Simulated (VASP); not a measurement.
# ZnAu (Pm-3m) in VASP: a series of runs, part 2 of 2

VASP 6.6.1. The steps go on from the part before.

**3. Single point, r2SCAN**

File POSCAR:

```
ZnAu
1.0
    3.1470000000      0.0000000000      0.0000000000
    0.0000000000      3.1470000000      0.0000000000
    0.0000000000      0.0000000000      3.1470000000
Au Zn
1 1
Direct
    0.0000000000      0.0000000000      0.0000000000
    0.5000000000      0.5000000000      0.5000000000
```

File INCAR.step1:

```
PREC = Accurate
ENCUT = 520
ISMEAR = -1
SIGMA = 0.05
LREAL = False
LASPH = True
NELM = 60
NBANDS = 18
GGA = PE
ALGO = Normal
EDIFF = 1E-4
LWAVE = True
LCHARG = False
```

File INCAR.step2:

```
PREC = Accurate
ENCUT = 520
EDIFF = 1E-6
ISMEAR = -1
SIGMA = 0.05
LREAL = False
LASPH = True
NELM = 60
ALGO = Normal
ISIF = 2
LWAVE = False
LCHARG = False
METAGGA = R2SCAN
LMIXTAU = True
NBANDS = 18
ISTART = 1
```

File KPOINTS:

```
Automatic mesh
0
Gamma
  5 5 5
```

Potentials or basis: VASP PAW PBE potentials, release 64 (Au, Zn).

The run is started by

```bash
$ cat potpaw_PBE.64/Au/POTCAR potpaw_PBE.64/Zn/POTCAR > POTCAR
$ cp INCAR.step1 INCAR
$ mpirun -np 1 vasp_std > vasp.out
$ cp INCAR.step2 INCAR
$ mpirun -np 1 vasp_std > vasp.out
```

OUTCAR:

```text
PREC = Accurate
   ENCUT = 520
   EDIFF = 1E-6
   ISMEAR = -1
   LREAL = False
   LASPH = True
   NELM = 60
   ISIF = 2
   METAGGA = R2SCAN
   ISTART = 1

 ion  position               nearest neighbor table
   1  0.000  0.000  0.000-   2 2.73   2 2.73   2 2.73   2 2.73   2 2.73   2 2.73   2 2.73   2 2.73

   2  0.500  0.500  0.500-   1 2.73   1 2.73   1 2.73   1 2.73   1 2.73   1 2.73   1 2.73   1 2.73

  LATTYP: Found a simple cubic cell.
 ALAT       =     3.1470000000

  Lattice vectors:

 A1 = (   3.1470000000,   0.0000000000,   0.0000000000)
 A2 = (   0.0000000000,   3.1470000000,   0.0000000000)
 A3 = (   0.0000000000,   0.0000000000,   3.1470000000)

Analysis of symmetry for initial positions (statically):
=====================================================================
 Subroutine PRICEL returns:
 Original cell was already a primitive cell.

 Routine SETGRP: Setting up the symmetry group for a
 simple cubic supercell.

 Subroutine GETGRP returns: Found 48 space group operations
 (whereof 48 operations were pure point group operations)
 out of a pool of 48 trial point group operations.

The static configuration has the point symmetry O_h .

Analysis of symmetry for dynamics (positions and initial velocities):
=====================================================================
 Subroutine PRICEL returns:
 Original cell was already a primitive cell.

 Routine SETGRP: Setting up the symmetry group for a
 simple cubic supercell.

 Subroutine GETGRP returns: Found 48 space group operations
 (whereof 48 operations were pure point group operations)
 out of a pool of 48 trial point group operations.

The dynamic configuration has the point symmetry O_h .

 Subroutine INISYM returns: Found 48 space group operations
 (whereof 48 operations are pure point group operations),
 and found     1 'primitive' translations

----------------------------------------------------------------------------------------

                                     Primitive cell

  volume of cell :      31.1667

  direct lattice vectors                    reciprocal lattice vectors
     3.147000000  0.000000000  0.000000000     0.317762949  0.000000000  0.000000000
     0.000000000  3.147000000  0.000000000     0.000000000  0.317762949  0.000000000
     0.000000000  0.000000000  3.147000000     0.000000000  0.000000000  0.317762949

  length of vectors
     3.147000000  3.147000000  3.147000000     0.317762949  0.317762949  0.317762949

  position of ions in fractional coordinates (direct lattice)
     0.000000000  0.000000000  0.000000000
     0.500000000  0.500000000  0.500000000

  ion indices of the primitive-cell ions
   primitive index   ion index
                 1           1
                 2           2

----------------------------------------------------------------------------------------

 KPOINTS: Automatic mesh

Automatic generation of k-mesh.
 Grid dimensions read from file:
 generate k-points for:    5    5    5

 Generating k-lattice:

  Cartesian coordinates                     Fractional coordinates (reciprocal lattice)
     0.063552590  0.000000000  0.000000000     0.200000000  0.000000000  0.000000000
     0.000000000  0.063552590  0.000000000     0.000000000  0.200000000  0.000000000
     0.000000000  0.000000000  0.063552590     0.000000000  0.000000000  0.200000000

  Length of vectors
     0.063552590  0.063552590  0.063552590

  Shift w.r.t. Gamma in fractional coordinates (k-lattice)
     0.000000000  0.000000000  0.000000000

 Subroutine IBZKPT returns following result:
 ===========================================

 Found     10 irreducible k-points:

 Following reciprocal coordinates:
            Coordinates               Weight
  0.000000  0.000000  0.000000      1.000000
  0.200000  0.000000  0.000000      6.000000
  0.400000  0.000000  0.000000      6.000000
  0.200000  0.200000  0.000000     12.000000
  0.400000  0.200000  0.000000     24.000000
  0.400000  0.400000  0.000000     12.000000
  0.200000  0.200000  0.200000      8.000000
  0.400000  0.200000  0.200000     24.000000
  0.400000  0.400000  0.200000     24.000000
  0.400000  0.400000  0.400000      8.000000
   k-points           NKPTS =     10   k-points in BZ     NKDIM =     10   number of bands    NBANDS=     18
   number of dos      NEDOS =    301   number of ions     NIONS =      2
   total plane-waves  NPLWV =  13824
   dimension x,y,z NGX =    24 NGY =   24 NGZ =   24
   dimension x,y,z NGXF=    48 NGYF=   48 NGZF=   48
   ions per type =               1   1
   NGX,Y,Z   is equivalent  to a cutoff of  12.68, 12.68, 12.68 a.u.
   NGXF,Y,Z  is equivalent  to a cutoff of  25.36, 25.36, 25.36 a.u.
 SYSTEM =  unknown system
   PREC   = accura    normal or accurate (medium, high low for compatibility)
   ISTART =      1    job   : 0-new  1-cont  2-samecut
   ICHARG =      0    charge: 1-file 2-atom 10-const
   ISPIN  =      1    spin polarized calculation?
   LNONCOLLINEAR =      F non collinear calculations
   LSORBIT =      F    spin-orbit coupling
   LASPH  =      T    aspherical Exc in radial PAW
   ENCUT  =  520.0 eV  38.22 Ry    6.18 a.u.   5.85  5.85  5.85*2*pi/ulx,y,z
   NELM   =     60;   NELMIN=  2; NELMDL=  0     # of ELM steps
   EDIFF  = 0.1E-05   stopping-criterion for ELM
   LREAL  =      F    real-space projection
   EDIFFG = 0.1E-04   stopping-criterion for IOM
   NSW    =      0    number of steps for IOM
   IBRION =     -1    ionic relax: 0-MD 1-quasi-New 2-CG
   NFREE  =      0    steps in history (QN), initial steepest desc. (CG)
   ISIF   =      2    stress and relaxation
   ISYM   =      2    0-nonsym 1-usesym 2-fastsym
   POTIM  = 0.5000    time-step for ionic-motion
   TEBEG  =    0.0;   TEEND  =   0.0 temperature during run
   PSTRESS=    0.0 pullay stress
   NELECT =      23.0000    total number of electrons
   NUPDOWN=      -1.0000    fix difference up-down
   EMIN   =  10.00;   EMAX   =-10.00  energy-range for DOS
   EFERMI =   0.00;   METHOD = LEGACY
   ISMEAR =    -1;   SIGMA  =   0.05  broadening in eV -4-tet -1-fermi 0-gaus
   EFERMI_NEDOS =   21; number of points for ismear=-14 and -15
   IALGO  =     38    algorithm
   IMIX   =      4    mixing-type and parameters
     AMIX     =   0.40;   BMIX     =  1.00
     AMIX_MAG =   1.60;   BMIX_MAG =  1.00
  volume/ion in A,a.u.               =      15.58       105.16
  Fermi-wavevector in a.u.,A,eV,Ry     =   1.479406  2.795672 29.778283  2.188642
  Thomas-Fermi vector in A             =   2.593568
   LORBIT       =      0    0 simple, 1 ext, 2 COOP (PROOUT), +10 PAW based schemes
   METAGGA = R2SCAN    functional components
   LHFCALC =     F    Hartree Fock is set to
   AEXX    =    0.0000 exact exchange contribution
   IVDW    =     0    specifies the selected vdW correction
   LEPSILON=     F    determine dielectric tensor
   LRPA    =     F    only Hartree local field effects (RPA)
 non-spin polarized calculation
  energy-cutoff  :      520.00
  volume of cell :       31.17
 maximum number of plane-waves:       847
 NGX is ok and might be reduce to    24
   NGX = 11   NGY = 11   NGZ = 11

 number of electron      23.0000000 magnetization

 Free energy of the ion-electron system (eV)
  ---------------------------------------------------
  ext. energy  EPLUGINS =         0.00000000
  ---------------------------------------------------
  free energy    TOTEN  =       -59.95481279 eV

  energy without entropy =      -59.95034143  energy(sigma->0) =      -59.95257711

 E-fermi :   6.7191     XC(G=0): -13.4166

 val. band max:        6.7061683564   @ k =   0.4000   0.4000   0.4000
 cond. band min:       7.5347016765   @ k =   0.4000   0.4000   0.2000
 fundamental gap:      0.8285333201
 Fermi energy:         6.7190612319

 k-point     1 :       0.0000    0.0000    0.0000
  band No.  band energies     occupation
      1      -4.0318      2.00000
      2      -1.5220      2.00000
      3      -1.5220      2.00000
      4      -0.8172      2.00000
      5      -0.8172      2.00000
      6      -0.8172      2.00000
[... 10 lines left out ...]
     17      19.5265      0.00000
     18      26.1602      0.00000
[... 169 lines left out ...]
 k-point    10 :       0.4000    0.4000    0.4000
  band No.  band energies     occupation
      1      -1.2314      2.00000
      2      -1.0983      2.00000
      3      -1.0983      2.00000
      4      -0.6342      2.00000
      5      -0.6342      2.00000
      6       0.1855      2.00000
[... 10 lines left out ...]
     17      14.5510      0.00000
     18      17.1444      0.00000

------------------------ aborting loop because EDIFF is reached ----------------------------------------

  FORCE on cell =-STRESS in cart. coord.  units (eV):
  Direction    XX          YY          ZZ          XY          YZ          ZX
  --------------------------------------------------------------------------------------
  -------------------------------------------------------------------------------------
  Total        0.2390484      0.2390484      0.2390484     -0.0000000     -0.0000000     -0.0000000
  in kB       12.2887068     12.2887068     12.2887068     -0.0000000     -0.0000000     -0.0000000
  external PRESSURE =      12.2887068 kB  Pullay stress =       0.0000000 kB

 VOLUME and BASIS-vectors are now :
 -----------------------------------------------------------------------------
  energy-cutoff  :      520.00
  volume of cell :       31.17
      direct lattice vectors                 reciprocal lattice vectors
     3.147000000  0.000000000  0.000000000     0.317762949  0.000000000  0.000000000
     0.000000000  3.147000000  0.000000000     0.000000000  0.317762949  0.000000000
     0.000000000  0.000000000  3.147000000     0.000000000  0.000000000  0.317762949

 POSITION                                       TOTAL-FORCE (eV/Angst)
 -----------------------------------------------------------------------------------
      0.00000      0.00000      0.00000         0.000000      0.000000      0.000000
      1.57350      1.57350      1.57350         0.000000      0.000000      0.000000
 -----------------------------------------------------------------------------------
    total drift:                                0.000000      0.000000     -0.000000

  FREE ENERGIE OF THE ION-ELECTRON SYSTEM (eV)
  ---------------------------------------------------
  free  energy   TOTEN  =       -59.9548127869 eV

  energy  without entropy=      -59.9503414282  energy(sigma->0) =      -59.95257711
```

Wall time 56 s (1 thread of Intel Xeon Platinum 8259CL at 2.50GHz (Skylake/Cascade Lake), shared host); peak memory 0.14 GiB.

Results:

- Free energy: -59.9548 eV
- Pressure: 1.2 GPa

Levels at points of the mesh, in eV from the Fermi level:
| k point | band 9 | band 10 | band 11 | band 12 | band 13 | band 14 |
| --- | --- | --- | --- | --- | --- | --- |
| (0.00, 0.00, 0.00) | -3.71 | -3.71 | -3.71 | 5.54 | 5.54 | 5.54 |

Caveat: the k points lie up to 0.40 Å⁻¹ apart; the PAW data sets were made with another functional, which shifts forces and pressure a little; spin-orbit coupling is left out, which moves the levels of the heavy elements.

**4. Single point, PBE, non-collinear spin, zero start, spin-orbit coupling**

File INCAR:

```
SYSTEM = ZnAu
  PREC = Accurate
  ENCUT = 520
  EDIFF = 1E-6
  ISMEAR = -1
  SIGMA = 0.05
  LREAL = .FALSE.
  LASPH = .TRUE.
  NELM = 150
  ALGO = Fast
  ISIF = 2
  LWAVE = .FALSE.
  LCHARG = .TRUE.
  LNONCOLLINEAR = .TRUE.
  MAGMOM = 0 0 0 0 0 0
  LORBIT = 11
  LSORBIT = .TRUE.
  GGA_COMPAT = .FALSE.
  LORBMOM = .TRUE.
  LMAXMIX = 4
  GGA = PE
  LVHAR = .TRUE.
  NBANDS = 35
```

File KPOINTS:

```
regular mesh
0
G
  8 8 8
  0 0 0
```

POSCAR is that of step 3.

The run is started by

```bash
$ cat potpaw_PBE.64/Au/POTCAR potpaw_PBE.64/Zn/POTCAR > POTCAR
$ mpirun -np 1 vasp_ncl > vasp.out
```

Run time: 1.7 min. Hardware: 1 thread of AMD EPYC 7R43 (Zen 3), shared host; peak memory 0.19 GiB.

Results (log left out):

| Quantity | Value |
| --- | --- |
| Free energy | -5.0260 eV |
| Pressure | 4.8 GPa |
| Net moment | 0.00 μB per cell |
| Valence electrons inside the program's atomic spheres | Au 9.73; Zn 10.74 |

Moments on the atoms (μB; x, y, z):
```
Au  0.00 0.00 0.00
Zn  0.00 0.00 0.00
```

**5. The runs side by side**

```tsv
level	spin	k mesh	gap on the mesh (eV)	pressure (GPa)
RPBE	off	5 × 5 × 5	none	9.5
r2SCAN	off	5 × 5 × 5	none	1.2
PBE	non-collinear, zero start, SOC	8 × 8 × 8	-	4.8
```

Alike in all rows: task single point; potentials or basis VASP PAW PBE potentials, release 64 (Au, Zn); cell as given; cutoff (eV) 520; smearing fermi-dirac 0.05 eV.

Caveats: some runs use coarse meshes; the PAW data sets were made with another functional, which shifts forces and pressure a little (some runs); spin-orbit coupling is left out, which moves the levels of the heavy elements (some runs).

Absolute energies hang on the potentials; compare differences alone.
